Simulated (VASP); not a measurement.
# Ni (Fm-3m) in VASP: further runs

Runs on Ni. Level: r2SCAN. Tasks: single point.

Program: VASP 6.6.1. These are calculated values, not measurements. Logs are shortened: lines on timing, memory, paths and dates and some standing lists are left out, and cuts for length are marked.

## Step 1: The cell of the first run

Symmetry: Fm-3m, No. 225, cubic system. The conventional cell has a = 3.542 Å, b = 3.542 Å, c = 3.542 Å, α = 90.00°, β = 90.00°, γ = 90.00°. Within 3.3 Å of Ni (site symmetry m-3m) lie 12 Ni at 2.50 Å.

## Step 2: Single point, r2SCAN

Contents of POSCAR:

```
Ni
1.0
    0.0000000000      1.7710500000      1.7710500000
    1.7710500000      0.0000000000      1.7710500000
    1.7710500000      1.7710500000      0.0000000000
Ni
1
Direct
    0.0000000000      0.0000000000      0.0000000000
```

Contents of INCAR.step1:

```
SYSTEM = Ni
PREC = Accurate
ENCUT = 520
ISMEAR = 0
SIGMA = 0.05
LREAL = .FALSE.
LASPH = .TRUE.
NELM = 60
NBANDS = 11
GGA = PE
ALGO = Normal
EDIFF = 1E-4
LWAVE = .TRUE.
LCHARG = .FALSE.
```

Contents of INCAR.step2:

```
SYSTEM = Ni
PREC = Accurate
ENCUT = 520
EDIFF = 1E-6
ISMEAR = 0
SIGMA = 0.05
LREAL = .FALSE.
LASPH = .TRUE.
NELM = 60
ALGO = Normal
ISIF = 2
LWAVE = .FALSE.
LCHARG = .FALSE.
METAGGA = R2SCAN
LMIXTAU = .TRUE.
NBANDS = 11
ISTART = 1
```

Contents of KPOINTS:

```
Automatic mesh
0
G
  13 13 13
  0 0 0
```

Potentials or basis: VASP PAW PBE potentials, release 64 (Ni).

On the command line:

```sh
cat potpaw_PBE.64/Ni/POTCAR > POTCAR
cp INCAR.step1 INCAR
mpirun -np 1 vasp_std > vasp.out
cp INCAR.step2 INCAR
mpirun -np 1 vasp_std > vasp.out
```

OUTCAR:

```text
SYSTEM = Ni
   PREC = Accurate
   ENCUT = 520
   EDIFF = 1E-6
   ISMEAR = 0
   LREAL = .FALSE.
   LASPH = .TRUE.
   NELM = 60
   ISIF = 2
   METAGGA = R2SCAN
   ISTART = 1

 ion  position               nearest neighbor table
   1  0.000  0.000  0.000-

  LATTYP: Found a face centered cubic cell.
 ALAT       =     3.5421000000

  Lattice vectors:

 A1 = (   0.0000000000,   1.7710500000,   1.7710500000)
 A2 = (   1.7710500000,   0.0000000000,   1.7710500000)
 A3 = (   1.7710500000,   1.7710500000,   0.0000000000)

Analysis of symmetry for initial positions (statically):
=====================================================================
 Subroutine PRICEL returns:
 Original cell was already a primitive cell.

 Routine SETGRP: Setting up the symmetry group for a
 face centered cubic supercell.

 Subroutine GETGRP returns: Found 48 space group operations
[... 9 lines left out ...]

 Routine SETGRP: Setting up the symmetry group for a
 face centered cubic supercell.

 Subroutine GETGRP returns: Found 48 space group operations
[... 11 lines left out ...]
                                     Primitive cell

  volume of cell :      11.1102

  direct lattice vectors                    reciprocal lattice vectors
     0.000000000  1.771050000  1.771050000    -0.282318399  0.282318399  0.282318399
     1.771050000  0.000000000  1.771050000     0.282318399 -0.282318399  0.282318399
     1.771050000  1.771050000  0.000000000     0.282318399  0.282318399 -0.282318399

  length of vectors
     2.504642930  2.504642930  2.504642930     0.488989810  0.488989810  0.488989810

  position of ions in fractional coordinates (direct lattice)
     0.000000000  0.000000000  0.000000000

  ion indices of the primitive-cell ions
   primitive index   ion index
                 1           1

----------------------------------------------------------------------------------------

 KPOINTS: Automatic mesh

Automatic generation of k-mesh.
 Grid dimensions read from file:
 generate k-points for:   13   13   13

 Generating k-lattice:

  Cartesian coordinates                     Fractional coordinates (reciprocal lattice)
    -0.021716800  0.021716800  0.021716800     0.076923077  0.000000000  0.000000000
     0.021716800 -0.021716800  0.021716800     0.000000000  0.076923077  0.000000000
     0.021716800  0.021716800 -0.021716800     0.000000000  0.000000000  0.076923077

  Length of vectors
     0.037614601  0.037614601  0.037614601

  Shift w.r.t. Gamma in fractional coordinates (k-lattice)
     0.000000000  0.000000000  0.000000000

 Subroutine IBZKPT returns following result:
 ===========================================

 Found     84 irreducible k-points:

 Following reciprocal coordinates:
            Coordinates               Weight
  0.000000  0.000000  0.000000      1.000000
  0.076923  0.000000  0.000000      8.000000
  0.153846  0.000000  0.000000      8.000000
  0.230769  0.000000  0.000000      8.000000
  0.307692  0.000000  0.000000      8.000000
  0.384615  0.000000  0.000000      8.000000
[... 16 lines left out ...]
  0.384615  0.153846  0.000000     24.000000
  0.461538  0.153846  0.000000     24.000000
 [... further k-points ...]
   k-points           NKPTS =     84   k-points in BZ     NKDIM =     84   number of bands    NBANDS=     11
   number of dos      NEDOS =    301   number of ions     NIONS =      1
   total plane-waves  NPLWV =   8000
   dimension x,y,z NGX =    20 NGY =   20 NGZ =   20
   dimension x,y,z NGXF=    40 NGYF=   40 NGZF=   40
   ions per type =               1
   NGX,Y,Z   is equivalent  to a cutoff of  13.28, 13.28, 13.28 a.u.
   NGXF,Y,Z  is equivalent  to a cutoff of  26.55, 26.55, 26.55 a.u.
 SYSTEM =  Ni
   PREC   = accura    normal or accurate (medium, high low for compatibility)
   ISTART =      1    job   : 0-new  1-cont  2-samecut
   ICHARG =      0    charge: 1-file 2-atom 10-const
   ISPIN  =      1    spin polarized calculation?
   LNONCOLLINEAR =      F non collinear calculations
   LSORBIT =      F    spin-orbit coupling
   LASPH  =      T    aspherical Exc in radial PAW
   ENCUT  =  520.0 eV  38.22 Ry    6.18 a.u.   4.66  4.66  4.66*2*pi/ulx,y,z
   NELM   =     60;   NELMIN=  2; NELMDL=  0     # of ELM steps
   EDIFF  = 0.1E-05   stopping-criterion for ELM
   LREAL  =      F    real-space projection
   EDIFFG = 0.1E-04   stopping-criterion for IOM
   NSW    =      0    number of steps for IOM
   IBRION =     -1    ionic relax: 0-MD 1-quasi-New 2-CG
   NFREE  =      0    steps in history (QN), initial steepest desc. (CG)
   ISIF   =      2    stress and relaxation
   ISYM   =      2    0-nonsym 1-usesym 2-fastsym
   POTIM  = 0.5000    time-step for ionic-motion
   TEBEG  =    0.0;   TEEND  =   0.0 temperature during run
   PSTRESS=    0.0 pullay stress
   NELECT =      10.0000    total number of electrons
   NUPDOWN=      -1.0000    fix difference up-down
   EMIN   =  10.00;   EMAX   =-10.00  energy-range for DOS
   EFERMI =   0.00;   METHOD = LEGACY
   ISMEAR =     0;   SIGMA  =   0.05  broadening in eV -4-tet -1-fermi 0-gaus
   EFERMI_NEDOS =   21; number of points for ismear=-14 and -15
   IALGO  =     38    algorithm
   IMIX   =      4    mixing-type and parameters
     AMIX     =   0.40;   BMIX     =  1.00
     AMIX_MAG =   1.60;   BMIX_MAG =  1.00
  volume/ion in A,a.u.               =      11.11        74.98
  Fermi-wavevector in a.u.,A,eV,Ry     =   1.580644  2.986984 33.993269  2.498435
  Thomas-Fermi vector in A             =   2.680840
   LORBIT       =      0    0 simple, 1 ext, 2 COOP (PROOUT), +10 PAW based schemes
   METAGGA = R2SCAN    functional components
   LHFCALC =     F    Hartree Fock is set to
   AEXX    =    0.0000 exact exchange contribution
   IVDW    =     0    specifies the selected vdW correction
   LEPSILON=     F    determine dielectric tensor
   LRPA    =     F    only Hartree local field effects (RPA)
 non-spin polarized calculation
 Gauss-broadening in eV      SIGMA  =   0.05
  energy-cutoff  :      520.00
  volume of cell :       11.11
 maximum number of plane-waves:       310
   NGX =  9   NGY =  9   NGZ =  9

 number of electron      10.0000009 magnetization

 Free energy of the ion-electron system (eV)
  ---------------------------------------------------
  ext. energy  EPLUGINS =         0.00000000
  ---------------------------------------------------
  free energy    TOTEN  =       -11.79614869 eV

  energy without entropy =      -11.79144232  energy(sigma->0) =      -11.79379550

 E-fermi :   8.6806     XC(G=0): -14.2069

 val. band max:        8.6699012623   @ k =   0.4615   0.1538   0.0000
 cond. band min:       8.6917652622   @ k =  -0.3077   0.3846   0.1538
 fundamental gap:      0.0218639999
 Fermi energy:         8.6805833814

 k-point     1 :       0.0000    0.0000    0.0000
  band No.  band energies     occupation
      1      -0.3241      2.00000
      2       6.8704      2.00000
      3       6.8704      2.00000
      4       6.8704      2.00000
      5       7.8708      2.00000
      6       7.8708      2.00000
      7      33.2451      0.00000
      8      37.4048      0.00000
      9      37.4048      0.00000
     10      37.4048      0.00000
     11      40.0941      0.00000

 k-point     2 :       0.0769    0.0000    0.0000
  band No.  band energies     occupation
      1      -0.0876      2.00000
      2       6.8071      2.00000
      3       6.9214      2.00000
      4       6.9214      2.00000
      5       7.8501      2.00000
      6       7.8501      2.00000
      7      32.3109      0.00000
      8      35.0959      0.00000
      9      36.8181      0.00000
     10      36.8181      0.00000
     11      40.9498      0.00000

 k-point     3 :       0.1538    0.0000    0.0000
  band No.  band energies     occupation
      1       0.6029      2.00000
      2       6.6502      2.00000
      3       7.0282      2.00000
      4       7.0282      2.00000
      5       7.8324      2.00000
      6       7.8324      2.00000
      7      28.7678      0.00000
      8      34.1601      0.00000
      9      35.9231      0.00000
     10      35.9232      0.00000
     11      41.5213      0.00000

 k-point     4 :       0.2308    0.0000    0.0000
  band No.  band energies     occupation
      1       1.6741      2.00000
      2       6.5011      2.00000
      3       7.0598      2.00000
      4       7.0598      2.00000
      5       7.9401      2.00000
      6       7.9401      2.00000
      7      24.7290      0.00000
      8      33.5616      0.00000
      9      35.2095      0.00000
     10      35.2095      0.00000
     11      41.2295      0.00000

 k-point     5 :       0.3077    0.0000    0.0000
  band No.  band energies     occupation
      1       2.9220      2.00000
      2       6.5701      2.00000
      3       6.9721      2.00000
      4       6.9721      2.00000
      5       8.1943      2.00000
      6       8.1943      2.00000
      7      20.9271      0.00000
      8      32.8284      0.00000
      9      34.7384      0.00000
     10      34.7384      0.00000
     11      39.4378      0.00000
[... 211 lines left out ...]
 k-point    21 :       0.2308    0.1538    0.0000
  band No.  band energies     occupation
      1       1.6897      2.00000
      2       6.2459      2.00000
      3       7.1851      2.00000
      4       7.3514      2.00000
      5       7.6038      2.00000
      6       8.1182      2.00000
      7      28.0030      0.00000
      8      30.9451      0.00000
      9      31.6334      0.00000
     10      33.8027      0.00000
     11      38.1743      0.00000

 k-point    22 :       0.3077    0.1538    0.0000
  band No.  band energies     occupation
      1       2.7777      2.00000
      2       6.0936      2.00000
      3       6.9441      2.00000
      4       7.3689      2.00000
      5       8.0767      2.00000
      6       8.3152      2.00000
      7      24.0174      0.00000
      8      30.1350      0.00000
      9      30.7077      0.00000
     10      33.3719      0.00000
     11      39.3976      0.00000

 k-point    23 :       0.3846    0.1538    0.0000
  band No.  band energies     occupation
      1       3.8927      2.00000
      2       6.1026      2.00000
      3       6.7465      2.00000
      4       7.2829      2.00000
      5       8.5411      1.99992
      6       8.8180      0.00010
      7      20.3114      0.00000
      8      29.4797      0.00000
      9      29.8099      0.00000
     10      32.5658      0.00000
     11      42.2196      0.00000

 k-point    24 :       0.4615    0.1538    0.0000
  band No.  band energies     occupation
      1       4.5706      2.00000
      2       6.2578      2.00000
      3       6.7994      2.00000
      4       7.1763      2.00000
      5       8.6699      1.23745
      6       9.9525      0.00000
      7      17.1021      0.00000
      8      28.1993      0.00000
      9      30.0152      0.00000
     10      32.1603      0.00000
     11      42.3637      0.00000

 [... further k-points ...]
[... 5 lines left out ...]
  --------------------------------------------------------------------------------------
  -------------------------------------------------------------------------------------
  Total       -0.8769677     -0.8769677     -0.8769677      0.0000000      0.0000000      0.0000000
  in kB     -126.4653957   -126.4653957   -126.4653957      0.0000000      0.0000000      0.0000000
  external PRESSURE =    -126.4653957 kB  Pullay stress =       0.0000000 kB

 VOLUME and BASIS-vectors are now :
 -----------------------------------------------------------------------------
  energy-cutoff  :      520.00
  volume of cell :       11.11
      direct lattice vectors                 reciprocal lattice vectors
     0.000000000  1.771050000  1.771050000    -0.282318399  0.282318399  0.282318399
     1.771050000  0.000000000  1.771050000     0.282318399 -0.282318399  0.282318399
     1.771050000  1.771050000  0.000000000     0.282318399  0.282318399 -0.282318399

 POSITION                                       TOTAL-FORCE (eV/Angst)
 -----------------------------------------------------------------------------------
      0.00000      0.00000      0.00000         0.000000     -0.000000      0.000000
 -----------------------------------------------------------------------------------
    total drift:                                0.000000      0.000000      0.000000

  FREE ENERGIE OF THE ION-ELECTRON SYSTEM (eV)
  ---------------------------------------------------
  free  energy   TOTEN  =       -11.7961486854 eV

  energy  without entropy=      -11.7914423178  energy(sigma->0) =      -11.79379550
```

Wall time 22 s (1 thread of Intel Xeon 6975P-C (Granite Rapids), shared host); peak memory 0.13 GiB.

What came out:

```yaml
Free_energy: -11.7961 eV
Pressure: -12.6 GPa
Band_gap_on_the_k_mesh: zero (band 5 reaches 8.84 eV, above the bottom of band 6 at 7.83 eV)
```

Caveat: the PAW data sets were made with another functional, which shifts forces and pressure a little; the run has no spin polarisation, though such a crystal can be magnetic. Spin polarisation is off, so any magnetic state and its effect on volume and gap are missing.

## Step 3: Single point, r2SCAN

POSCAR is that of step 2.

Contents of INCAR.step1:

```
ALGO = Normal
EDIFF = 1E-4
ENCUT = 520
GGA = PE
ISMEAR = -1
LASPH = T
LCHARG = F
LREAL = F
LWAVE = T
NBANDS = 11
NELM = 100
PREC = Accurate
SIGMA = 5E-4
```

Contents of INCAR.step2:

```
ALGO = Normal
EDIFF = 1E-7
ENCUT = 520
ISIF = 2
ISMEAR = -1
ISTART = 1
LASPH = T
LCHARG = F
LMIXTAU = T
LREAL = F
LWAVE = F
METAGGA = R2SCAN
NBANDS = 11
NELM = 100
PREC = Accurate
SIGMA = 5E-4
```

Contents of KPOINTS:

```
k-points
0
Gamma
  13 13 13
```

Potentials or basis: VASP PAW PBE potentials, release 64 (Ni).

On the command line:

```sh
cat potpaw_PBE.64/Ni/POTCAR > POTCAR
cp INCAR.step1 INCAR
mpirun -np 1 vasp_std > vasp.out
cp INCAR.step2 INCAR
mpirun -np 1 vasp_std > vasp.out
```

Wall time 26 s (1 thread of Intel Xeon 6975P-C (Granite Rapids), shared host); peak memory 0.13 GiB.

It converged, with:

```
Free energy            : -11.7937 eV
Pressure               : -12.7 GPa
Band gap on the k mesh : zero (band 5 reaches 8.84 eV, above the bottom of band 6 at 7.83 eV)
```

Levels at points of the mesh, in eV from the Fermi level:
| k point | band 1 | band 2 | band 3 | band 4 | band 5 | band 6 | band 7 | band 8 | band 9 | band 10 |
| --- | --- | --- | --- | --- | --- | --- | --- | --- | --- | --- |
| (0.00, 0.00, 0.00) | -9.02 | -1.82 | -1.82 | -1.82 | -0.82 | -0.82 | 24.55 | 28.71 | 28.71 | 28.71 |

Caveat: the PAW data sets were made with another functional, which shifts forces and pressure a little; the run has no spin polarisation, though such a crystal can be magnetic. Spin polarisation is off, so any magnetic state and its effect on volume and gap are missing.
